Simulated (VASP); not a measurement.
# TiO2 (P1) in VASP: notebook

The runs below take TiO2 through single point, with r2SCAN.

All numbers are computed with VASP 6.6.1; they aren't measurements. Logs are shortened: lines on timing, memory, paths and dates and some standing lists are left out, and cuts for length are marked.

## (1) The cell of the first run

The typed cell holds 6 atoms: a = 3.825 Å, b = 3.818 Å, c = 5.516 Å, α = 110.82°, β = 111.06°, γ = 91.00°.

## (2) Single point, r2SCAN

POSCAR reads:

```
TiO2
1.0
    2.6805548658     -2.7284128728     -0.0617389515
    2.6752617647      2.7231209861     -0.0543959535
   -2.7090875630      0.0090815493      4.8052823094
Ti O
2 4
Direct
    0.1219484995      0.8575515384      0.2362471605
    0.8755807488      0.1482181876      0.7558577591
    0.3540058329      0.0989456189      0.6738295210
    0.6731971283      0.9418963086      0.3216654504
    0.9681807552      0.6826863602      0.8467382601
    0.0640405078      0.3491038293      0.1745947979
```

INCAR.step1 reads:

```
  PREC = Accurate
  ENCUT = 520
  ISMEAR = 0
  SIGMA = 0.02
  LREAL = False
  LASPH = True
  NELM = 60
  NBANDS = 33
  GGA = PE
  ALGO = Normal
  EDIFF = 1E-4
  LWAVE = True
  LCHARG = False
```

INCAR.step2 reads:

```
  PREC = Accurate
  ENCUT = 520
  EDIFF = 1E-6
  ISMEAR = 0
  SIGMA = 0.02
  LREAL = False
  LASPH = True
  NELM = 60
  ALGO = Normal
  ISIF = 2
  LWAVE = False
  LCHARG = False
  METAGGA = R2SCAN
  LMIXTAU = True
  NBANDS = 33
  ISTART = 1
```

KPOINTS reads:

```
Automatic mesh
0
Gamma
  1 1 1
```

Potentials or basis: VASP PAW PBE potentials, release 64 (Ti_sv, O).

On the command line:

```sh
$ cat potpaw_PBE.64/Ti_sv/POTCAR potpaw_PBE.64/O/POTCAR > POTCAR
$ cp INCAR.step1 INCAR
$ mpirun -np 1 vasp_gam > vasp.out
$ cp INCAR.step2 INCAR
$ mpirun -np 1 vasp_gam > vasp.out
```

OUTCAR:

```text
PREC = Accurate
   ENCUT = 520
   EDIFF = 1E-6
   ISMEAR = 0
   LREAL = False
   LASPH = True
   NELM = 60
   ISIF = 2
   METAGGA = R2SCAN
   ISTART = 1

 ion  position               nearest neighbor table
   1  0.122  0.858  0.236-   6 1.84   5 1.86   4 1.94   4 1.98   6 2.02   3 2.08   2 2.87
   2  0.876  0.148  0.756-   3 1.87   5 1.91   6 1.99   5 2.02   3 2.03   4 2.06   1 2.87
   3  0.354  0.099  0.674-   2 1.87   2 2.03   1 2.08
   4  0.673  0.942  0.322-   1 1.94   1 1.98   2 2.06
   5  0.968  0.683  0.847-   1 1.86   2 1.91   2 2.02
   6  0.064  0.349  0.175-   1 1.84   2 1.99   1 2.02

  LATTYP: Found a triclinic cell.
 ALAT       =     3.8253657199
 B/A-ratio  =     1.4251033164
 C/A-ratio  =     2.4094441646
 COS(alpha) =     0.0003376943
 COS(beta)  =     0.6005099283
 COS(gamma) =     0.7139434816

  Lattice vectors:

 A1 = (  -2.6805548658,   2.7284128728,   0.0617389515)
 A2 = (  -0.0052931011,   5.4515338589,   0.0073429980)
 A3 = (  -8.0025456980,   0.0015022241,  -4.5730124994)

Analysis of symmetry for initial positions (statically):
=====================================================================
 Subroutine PRICEL returns:
 Original cell was already a primitive cell.

 Routine SETGRP: Setting up the symmetry group for a
 triclinic supercell.

 Subroutine GETGRP returns: Found  1 space group operations
 (whereof  1 operations were pure point group operations)
 out of a pool of  2 trial point group operations.

The static configuration has the point symmetry C_1 .

Analysis of symmetry for dynamics (positions and initial velocities):
=====================================================================
 Subroutine PRICEL returns:
 Original cell was already a primitive cell.

 Routine SETGRP: Setting up the symmetry group for a
 triclinic supercell.

 Subroutine GETGRP returns: Found  1 space group operations
 (whereof  1 operations were pure point group operations)
 out of a pool of  2 trial point group operations.

The dynamic configuration has the point symmetry C_1 .

 Subroutine INISYM returns: Found  1 space group operations
 (whereof  1 operations are pure point group operations),
 and found     1 'primitive' translations

----------------------------------------------------------------------------------------

                                     Primitive cell

  volume of cell :      69.2931

  direct lattice vectors                    reciprocal lattice vectors
     2.680554866 -2.728412873 -0.061738951     0.188847823 -0.183395127  0.106813870
     2.675261765  2.723120986 -0.054395953     0.189199580  0.183475106  0.106318830
    -2.709087563  0.009081549  4.805282309     0.004568089 -0.000279342  0.210680211

  length of vectors
     3.825365720  3.817770597  5.516337188     0.284088852  0.284188827  0.210729914

  position of ions in fractional coordinates (direct lattice)
     0.121948500  0.857551538  0.236247160
     0.875580749  0.148218188  0.755857759
     0.354005833  0.098945619  0.673829521
     0.673197128  0.941896309  0.321665450
     0.968180755  0.682686360  0.846738260
     0.064040508  0.349103829  0.174594798

  ion indices of the primitive-cell ions
   primitive index   ion index
                 1           1
                 2           2
                 3           3
                 4           4
                 5           5
                 6           6

----------------------------------------------------------------------------------------

 KPOINTS: Automatic mesh

Automatic generation of k-mesh.
 Grid dimensions read from file:
 generate k-points for:    1    1    1

 Generating k-lattice:

  Cartesian coordinates                     Fractional coordinates (reciprocal lattice)
     0.188847823 -0.183395127  0.106813870     1.000000000  0.000000000 -0.000000000
     0.189199580  0.183475106  0.106318830    -0.000000000  1.000000000  0.000000000
     0.004568089 -0.000279342  0.210680211     0.000000000  0.000000000  1.000000000

  Length of vectors
     0.284088852  0.284188827  0.210729914

  Shift w.r.t. Gamma in fractional coordinates (k-lattice)
     0.000000000  0.000000000  0.000000000

 Subroutine IBZKPT returns following result:
 ===========================================

 Found      1 irreducible k-points:

 Following reciprocal coordinates:
            Coordinates               Weight
  0.000000  0.000000  0.000000      1.000000
   k-points           NKPTS =      1   k-points in BZ     NKDIM =      1   number of bands    NBANDS=     33
   number of dos      NEDOS =    301   number of ions     NIONS =      6
   total plane-waves  NPLWV =  32928
   dimension x,y,z NGX =    28 NGY =   28 NGZ =   42
   dimension x,y,z NGXF=    56 NGYF=   56 NGZF=   84
   ions per type =               2   4
   NGX,Y,Z   is equivalent  to a cutoff of  12.17, 12.19, 12.66 a.u.
   NGXF,Y,Z  is equivalent  to a cutoff of  24.34, 24.39, 25.32 a.u.
 SYSTEM =  unknown system
   PREC   = accura    normal or accurate (medium, high low for compatibility)
   ISTART =      1    job   : 0-new  1-cont  2-samecut
   ICHARG =      0    charge: 1-file 2-atom 10-const
   ISPIN  =      1    spin polarized calculation?
   LNONCOLLINEAR =      F non collinear calculations
   LSORBIT =      F    spin-orbit coupling
   LASPH  =      T    aspherical Exc in radial PAW
   ENCUT  =  520.0 eV  38.22 Ry    6.18 a.u.   7.11  7.10 10.26*2*pi/ulx,y,z
   NELM   =     60;   NELMIN=  2; NELMDL=  0     # of ELM steps
   EDIFF  = 0.1E-05   stopping-criterion for ELM
   LREAL  =      F    real-space projection
   EDIFFG = 0.1E-04   stopping-criterion for IOM
   NSW    =      0    number of steps for IOM
   IBRION =     -1    ionic relax: 0-MD 1-quasi-New 2-CG
   NFREE  =      0    steps in history (QN), initial steepest desc. (CG)
   ISIF   =      2    stress and relaxation
   ISYM   =      2    0-nonsym 1-usesym 2-fastsym
   POTIM  = 0.5000    time-step for ionic-motion
   TEBEG  =    0.0;   TEEND  =   0.0 temperature during run
   PSTRESS=    0.0 pullay stress
   NELECT =      48.0000    total number of electrons
   NUPDOWN=      -1.0000    fix difference up-down
   EMIN   =  10.00;   EMAX   =-10.00  energy-range for DOS
   EFERMI =   0.00;   METHOD = LEGACY
   ISMEAR =     0;   SIGMA  =   0.02  broadening in eV -4-tet -1-fermi 0-gaus
   EFERMI_NEDOS =   21; number of points for ismear=-14 and -15
   IALGO  =     38    algorithm
   IMIX   =      4    mixing-type and parameters
     AMIX     =   0.40;   BMIX     =  1.00
     AMIX_MAG =   1.60;   BMIX_MAG =  1.00
  volume/ion in A,a.u.               =      11.55        77.94
  Fermi-wavevector in a.u.,A,eV,Ry     =   1.448522  2.737310 28.547970  2.098217
  Thomas-Fermi vector in A             =   2.566353
   LORBIT       =      0    0 simple, 1 ext, 2 COOP (PROOUT), +10 PAW based schemes
   METAGGA = R2SCAN    functional components
   LHFCALC =     F    Hartree Fock is set to
   AEXX    =    0.0000 exact exchange contribution
   IVDW    =     0    specifies the selected vdW correction
   LEPSILON=     F    determine dielectric tensor
   LRPA    =     F    only Hartree local field effects (RPA)
 non-spin polarized calculation
 Gauss-broadening in eV      SIGMA  =   0.02
  energy-cutoff  :      520.00
  volume of cell :       69.29
 maximum number of plane-waves:       921
   NGX = 15   NGY = 15   NGZ = 21

 number of electron      47.9999998 magnetization

 Free energy of the ion-electron system (eV)
  ---------------------------------------------------
  ext. energy  EPLUGINS =         0.00000000
  ---------------------------------------------------
  free energy    TOTEN  =       -61.12620726 eV

  energy without entropy =      -61.12620726  energy(sigma->0) =      -61.12620726

 E-fermi :   3.2067     XC(G=0): -11.2982

 val. band max:        3.0780708291   @ k =   0.0000   0.0000   0.0000
 cond. band min:       5.4159526018   @ k =   0.0000   0.0000   0.0000
 fundamental gap:      2.3378817727
 Fermi energy:         3.2066746312

 k-point     1 :       0.0000    0.0000    0.0000
  band No.  band energies     occupation
      1     -56.0369      2.00000
      2     -55.7945      2.00000
      3     -31.3497      2.00000
      4     -31.2521      2.00000
      5     -31.1456      2.00000
      6     -31.0890      2.00000
      7     -30.9634      2.00000
      8     -30.7277      2.00000
      9     -15.3739      2.00000
     10     -14.4216      2.00000
     11     -13.9731      2.00000
     12     -13.6438      2.00000
     13      -0.9541      2.00000
     14      -0.8130      2.00000
     15      -0.2803      2.00000
     16      -0.1463      2.00000
     17       0.7379      2.00000
     18       1.1320      2.00000
     19       1.3844      2.00000
     20       2.3739      2.00000
     21       2.4574      2.00000
     22       2.6232      2.00000
     23       2.6939      2.00000
     24       3.0781      2.00000
     25       5.4160      0.00000
     26       5.9489      0.00000
     27       6.9755      0.00000
     28       7.0255      0.00000
     29       7.1271      0.00000
     30       7.4113      0.00000
     31       7.9931      0.00000
     32       8.3131      0.00000
     33       8.6277      0.00000

------------------------ aborting loop because EDIFF is reached ----------------------------------------

  FORCE on cell =-STRESS in cart. coord.  units (eV):
  Direction    XX          YY          ZZ          XY          YZ          ZX
  --------------------------------------------------------------------------------------
  -------------------------------------------------------------------------------------
  Total        8.8825496      8.8660153      5.0109592      3.4460642     -0.5313561      1.3641742
  in kB      205.3799132    204.9976121    115.8620456     79.6789663    -12.2858730     31.5420677
  external PRESSURE =     175.4131903 kB  Pullay stress =       0.0000000 kB

 VOLUME and BASIS-vectors are now :
 -----------------------------------------------------------------------------
  energy-cutoff  :      520.00
  volume of cell :       69.29
      direct lattice vectors                 reciprocal lattice vectors
     2.680554866 -2.728412873 -0.061738951     0.188847823 -0.183395127  0.106813870
     2.675261765  2.723120986 -0.054395953     0.189199580  0.183475106  0.106318830
    -2.709087563  0.009081549  4.805282309     0.004568089 -0.000279342  0.210680211

 POSITION                                       TOTAL-FORCE (eV/Angst)
 -----------------------------------------------------------------------------------
      1.98105      2.00464      1.08106        -1.980804     -5.145154      1.817418
      0.69588     -1.97847      3.56999        -2.472849      4.411285      1.084389
     -0.61183     -0.69031      3.21070         0.898092     -2.417538     -6.647846
      3.45294      0.73106      1.45290         1.801841      1.791918      6.266530
      2.12774     -0.77487      3.97191         1.740107     -2.027211      4.067074
      0.63262      0.77751      0.81603         0.013613      3.386700     -6.587565
 -----------------------------------------------------------------------------------
    total drift:                               -0.003284     -0.005716      0.003919

  FREE ENERGIE OF THE ION-ELECTRON SYSTEM (eV)
  ---------------------------------------------------
  free  energy   TOTEN  =       -61.1262072574 eV

  energy  without entropy=      -61.1262072574  energy(sigma->0) =      -61.12620726
```

Wall time 20 s (1 thread of Intel Xeon 6975P-C (Granite Rapids), shared host); peak memory 0.17 GiB.

What came out:

```yaml
Free_energy: -61.1262 eV
Pressure: 17.5 GPa
Largest_force: 7.407 eV/Å
Band_gap_on_the_k_mesh: 2.34 eV
```

Forces in eV/Å, atoms in the order of the input:
```
Ti  -1.981 -5.145  1.817
Ti  -2.473  4.411  1.084
O    0.898 -2.418 -6.648
O    1.802  1.792  6.267
O    1.740 -2.027  4.067
O    0.014  3.387 -6.588
```

Caveat: the k points lie up to 1.79 Å⁻¹ apart; the PAW data sets were made with another functional, which shifts forces and pressure a little.

(Part 1 of 2 ends here.)
